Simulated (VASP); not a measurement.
# Cu (Cmcm) in VASP: a series of runs, part 2 of 2

VASP 6.6.1. Earlier steps stand in the parts before.

## 4. Single point, PBEsol (10.44 Å³/atom)

This run uses another cell than the first one, of 10.44 Å³/atom.

Contents of INCAR:

```
PREC = Accurate ; ENCUT = 520
EDIFF = 1E-6 ; ISMEAR = 0
SIGMA = 0.15 ; LREAL = False
LASPH = True ; NELM = 100
ALGO = Fast ; ISIF = 2
LWAVE = False ; LCHARG = False
GGA = PS ; NBANDS = 18
```

Contents of KPOINTS:

```
regular mesh
0
Gamma
  22 22 20
```

Contents of POSCAR:

```
Cu
1.0
    1.1640342226     -3.7943315031      0.0000000000
    1.1640342226      3.7943315031      0.0000000000
    0.0000000000      0.0000000000      2.3646444154
Cu
2
Direct
    0.1338543804      0.8661456196      0.2500000000
    0.8661456196      0.1338543804      0.7500000000
```

Potentials or basis: VASP PAW PBE potentials, release 64 (Cu).

Run with:

```bash
$ cat potpaw_PBE.64/Cu/POTCAR > POTCAR
$ mpirun -np 1 vasp_std > vasp.out
```

OUTCAR:

```text
PREC = Accurate
   ENCUT = 520
   EDIFF = 1E-6
   ISMEAR = 0
   LREAL = False
   LASPH = True
   NELM = 100
   ISIF = 2
   GGA = PS

 ion  position               nearest neighbor table
   1  0.134  0.866  0.250-   2 2.35   2 2.35   2 2.42   2 2.42   2 2.42   2 2.42
   2  0.866  0.134  0.750-   1 2.35   1 2.35   1 2.42   1 2.42   1 2.42   1 2.42

  LATTYP: Found a base centered orthorhombic cell.
 ALAT       =     2.3280684452
 B/A-ratio  =     3.2596391321
 C/A-ratio  =     1.0157108655

  Lattice vectors:

 A1 = (   1.1640342226,  -3.7943315031,   0.0000000000)
 A2 = (   1.1640342226,   3.7943315031,   0.0000000000)
 A3 = (   0.0000000000,   0.0000000000,   2.3646444154)

Analysis of symmetry for initial positions (statically):
=====================================================================
 Subroutine PRICEL returns:
 Original cell was already a primitive cell.

 Routine SETGRP: Setting up the symmetry group for a
 base centered orthorhombic supercell.

 Subroutine GETGRP returns: Found  8 space group operations
 (whereof  4 operations were pure point group operations)
 out of a pool of  8 trial point group operations.
[... 160 lines left out ...]
  ---------------------------------------------------
  ext. energy  EPLUGINS =         0.00000000
  ---------------------------------------------------
  free energy    TOTEN  =        -8.07888945 eV

  energy without entropy =       -8.07267986  energy(sigma->0) =       -8.07578465

 E-fermi :   9.0298     XC(G=0): -13.6064

 val. band max:        9.0291683116   @ k =  -0.1818   0.1364   0.5000
 cond. band min:       9.0350568245   @ k =   0.4545   0.3182   0.4000
 fundamental gap:      0.0058885129
 Fermi energy:         9.0298286363

 k-point     1 :       0.0000    0.0000    0.0000
  band No.  band energies     occupation
      1      -1.3405      2.00000
      2       3.1932      2.00000
      3       4.1004      2.00000
      4       4.6908      2.00000
      5       5.5502      2.00000
      6       5.8844      2.00000
[... 481 lines left out ...]
      5       5.5315      2.00000
      6       5.8709      2.00000
[... 10 lines left out ...]
     17      31.7613      0.00000
     18      32.6247      0.00000

 [... further k-points ...]
[... 5 lines left out ...]
  --------------------------------------------------------------------------------------
  -------------------------------------------------------------------------------------
  Total        3.3320625      3.6956481      3.6692197      0.0000000     -0.0000000      0.0000000
  in kB      255.5799971    283.4681918    281.4410462      0.0000000     -0.0000000      0.0000000
  external PRESSURE =     273.4964117 kB  Pullay stress =       0.0000000 kB

 VOLUME and BASIS-vectors are now :
 -----------------------------------------------------------------------------
  energy-cutoff  :      520.00
  volume of cell :       20.89
      direct lattice vectors                 reciprocal lattice vectors
     1.164034223 -3.794331503  0.000000000     0.429540636 -0.131775518  0.000000000
     1.164034223  3.794331503  0.000000000     0.429540636  0.131775518  0.000000000
     0.000000000  0.000000000  2.364644415     0.000000000  0.000000000  0.422896565

 POSITION                                       TOTAL-FORCE (eV/Angst)
 -----------------------------------------------------------------------------------
      1.16403      2.77856      0.59116         0.000000      0.213703     -0.000000
      1.16403     -2.77856      1.77348         0.000000     -0.213703      0.000000
 -----------------------------------------------------------------------------------
    total drift:                                0.000000     -0.000000      0.000000

  FREE ENERGIE OF THE ION-ELECTRON SYSTEM (eV)
  ---------------------------------------------------
  free  energy   TOTEN  =        -8.0788894514 eV

  energy  without entropy=       -8.0726798559  energy(sigma->0) =       -8.07578465
```

OSZICAR:

```text
N       E                     dE             d eps       ncg     rms          rms(c)
DAV:   1     0.117750591764E+03    0.11775E+03   -0.10480E+04 57972   0.225E+03
DAV:   2    -0.411716868040E+01   -0.12187E+03   -0.11555E+03 52796   0.291E+02
DAV:   3    -0.101468834795E+02   -0.60297E+01   -0.58373E+01 58586   0.864E+01
DAV:   4    -0.102087572717E+02   -0.61874E-01   -0.61834E-01 61442   0.938E+00
DAV:   5    -0.102095911747E+02   -0.83390E-03   -0.83387E-03 64312   0.965E-01    0.118E+01
RMM:   6    -0.865620377781E+01    0.15534E+01   -0.10048E+01 61617   0.565E+01    0.538E+00
RMM:   7    -0.811609306750E+01    0.54011E+00   -0.15289E+00 61258   0.228E+01    0.162E+00
RMM:   8    -0.808064890778E+01    0.35444E-01   -0.77478E-02 64354   0.256E+00    0.294E-01
RMM:   9    -0.807889883576E+01    0.17501E-02   -0.17708E-02 63585   0.250E+00    0.158E-01
RMM:  10    -0.807888908129E+01    0.97545E-05   -0.40249E-03 69850   0.585E-01    0.411E-02
RMM:  11    -0.807889014654E+01   -0.10653E-05   -0.46308E-04 67547   0.326E-01    0.389E-02
RMM:  12    -0.807888249202E+01    0.76545E-05   -0.17897E-04 68503   0.146E-01    0.605E-03
RMM:  13    -0.807888873256E+01   -0.62405E-05   -0.65813E-05 70557   0.758E-02    0.193E-03
RMM:  14    -0.807888945142E+01   -0.71886E-06   -0.52335E-06 49778   0.216E-02
   1 F= -.80788895E+01 E0= -.80757847E+01  d E =-.620960E-02
```

stdout:

```text
POSCAR found type information on POSCAR Cu
 POSCAR found :  1 types and       2 ions
 scaLAPACK will be used
 -----------------------------------------------------------------------------
|                                                                             |
|                                                                             |
|     You enforced a specific xc type in the INCAR file but a different       |
|     I HOPE YOU KNOW WHAT YOU ARE DOING!                                     |
|                                                                             |
 -----------------------------------------------------------------------------

 LDA part: xc-table for (Slater+PW92), standard interpolation
 POSCAR, INCAR and KPOINTS ok, starting setup
 FFT: planning ... GRIDC
 FFT: planning ... GRID_SOFT
 FFT: planning ... GRID
 WAVECAR not read
 entering main loop
WARNING in EDDRMM: call to ZHEGV failed, returncode =   6  3     16
WARNING in EDDRMM: call to ZHEGV failed, returncode =   8  4     18
WARNING in EDDRMM: call to ZHEGV failed, returncode =   6  3     16
WARNING in EDDRMM: call to ZHEGV failed, returncode =   8  4     15
```

Wall time 7.9 min (1 thread of Intel Xeon Platinum 8488C (Sapphire Rapids), shared host); peak memory 0.53 GiB.

Results:

* Free energy: -8.0789 eV
* Pressure: 27.3 GPa
* Largest force: 0.214 eV/Å
* Band gap on the k mesh: zero (bands 11 and 12 overlap by 6.01 eV)

Forces on the atoms (eV/Å):
```
Cu   0.000  0.214  0.000
Cu   0.000 -0.214  0.000
```

Stress tensor (GPa, compression positive):
```
25.56  0.00  0.00
 0.00 28.35  0.00
 0.00  0.00 28.14
```

Caveat: the cell stands under pressure; the PAW data sets were made with another functional, which shifts forces and pressure a little.

## 5. Overview

| cell | further INCAR settings | gap on the mesh (eV) | pressure (GPa) | largest force (eV/Å) |
| --- | --- | --- | --- | --- |
| a = 4.309, b = 4.309, c = 2.584 Å, angles 90.0, 90.0, 148.4°, 2 atoms | ALGO = Fast; EDIFF = 1e-07; NBANDS = 18 | none | -5.9 | 0.06 |
| a = 4.142, b = 4.142, c = 2.450 Å, angles 90.0, 90.0, 143.2°, 2 atoms | ALGO = Fast; EDIFF = 1e-06; NBANDS = 18 | none | -4.7 | 0.30 |
| a = 3.969, b = 3.969, c = 2.365 Å, angles 90.0, 90.0, 145.9°, 2 atoms | ALGO = Fast; EDIFF = 1e-06; NBANDS = 18 | none | 27.3 | 0.21 |

Alike in all rows: task single point; level PBEsol; potentials or basis VASP PAW PBE potentials, release 64 (Cu); no spin polarisation; k mesh 22 × 22 × 20; cutoff (eV) 520; smearing gaussian 0.15 eV.

Caveats: the PAW data sets were made with another functional, which shifts forces and pressure a little; the stress differs along the axes, from -13 to 8 GPa (at least some runs); the stress differs along the axes, from -14 to 1 GPa (at least some runs); the cell stands under pressure (at least some runs).

Absolute energies hang on the potentials; compare differences alone.
